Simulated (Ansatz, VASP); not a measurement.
## One calculation of Co, two programs

```
Co
1.0
     2.52703    0.00000    0.00000
    -1.26352    2.18847    0.00000
     0.00000    0.00000    8.22586
Co
4
Direct
  0.00000 0.00000 0.00000
  0.00000 0.00000 0.50000
  0.33333 0.66667 0.25000
  0.66667 0.33333 0.75000
```

Alike in both runs: task single point; functional revPBE; k mesh 16 × 16 × 5; occupations fermi-dirac, width 0.1 eV; no spin polarisation.

|  | VASP | Ansatz |
| --- | --- | --- |
| version | VASP 6.6.1 | Ansatz 0.2.0 |
| potentials or method | VASP PAW PBE potentials, release 64 (Co), cutoff 520 eV | plane waves (420 eV) with PAW, scalar-relativistic |
| valence electrons in the cell | 36 | 68 |

```tsv
	VASP	Ansatz	Ansatz less VASP
pressure (GPa)	-15.3	-15.2	+0.10
traceless stress, the component that is largest in VASP (GPa)	-0.09	-0.07	+0.019
```

VASP's potentials were made for PBE, not for revPBE. With one functional, cell and mesh, what is left measures potentials, basis and numerics. VASP's potentials hold 36 valence electrons a cell and Ansatz's 68, so a difference there can come from the potentials and not from the codes.
